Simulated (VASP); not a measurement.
Wanted: the native input for a VASP 6.6.1 run.

| Quantity | Value |
| --- | --- |
| Task | single point |
| Functional | LDA |
| Potentials or basis | VASP PAW LDA potentials, release 64 (C_h) |
| Cutoff | 1300 eV |
| k mesh | 9 × 9 × 6 |
| Occupations | gaussian, width 0.01 eV |
| Spin | no spin polarisation |
| Dipole correction | no |
| Further INCAR settings | ALGO = Normal; EDIFF = 1e-06; NBANDS = 16 |

The structure of C lies in POSCAR:

```
C
1.0
    2.4830358874      0.0000000000      0.0000000000
   -1.2415179437      2.1503721570      0.0000000000
    0.0000000000      0.0000000000      4.1358820514
C
4
Direct
    0.3333333333      0.6666666667     -0.0001691602
    0.6666666667      0.3333333333      0.4998308398
    0.3333333333      0.6666666667      0.3741691602
    0.6666666667      0.3333333333      0.8741691602
```

These files were run (other wordings do the same):

INCAR

```
PREC = Accurate
ENCUT = 1300
EDIFF = 1E-6
ISMEAR = 0
SIGMA = 0.01
LREAL = F
LASPH = T
NELM = 120
ALGO = Normal
ISIF = 2
LWAVE = F
LCHARG = F
NBANDS = 16
GGA_COMPAT = F
```

KPOINTS

```
Automatic mesh
0
Gamma
  9 9 6
```

Potentials or basis: VASP PAW LDA potentials, release 64 (C_h).

The run is started by

```console
$ cat potpaw_LDA.64/C_h/POTCAR > POTCAR
$ mpirun -np 1 vasp_std > vasp.out
```

It gave:

```
Pressure               : 1.0 GPa
Band gap on the k mesh : 3.01 eV (least direct gap 4.97 eV)
```

Wall time 45 s on 1 thread of Intel(R) Xeon(R) Platinum 8259CL CPU @ 2.50GHz (Skylake/Cascade Lake), with other jobs on the host, peak memory 0.18 GiB.
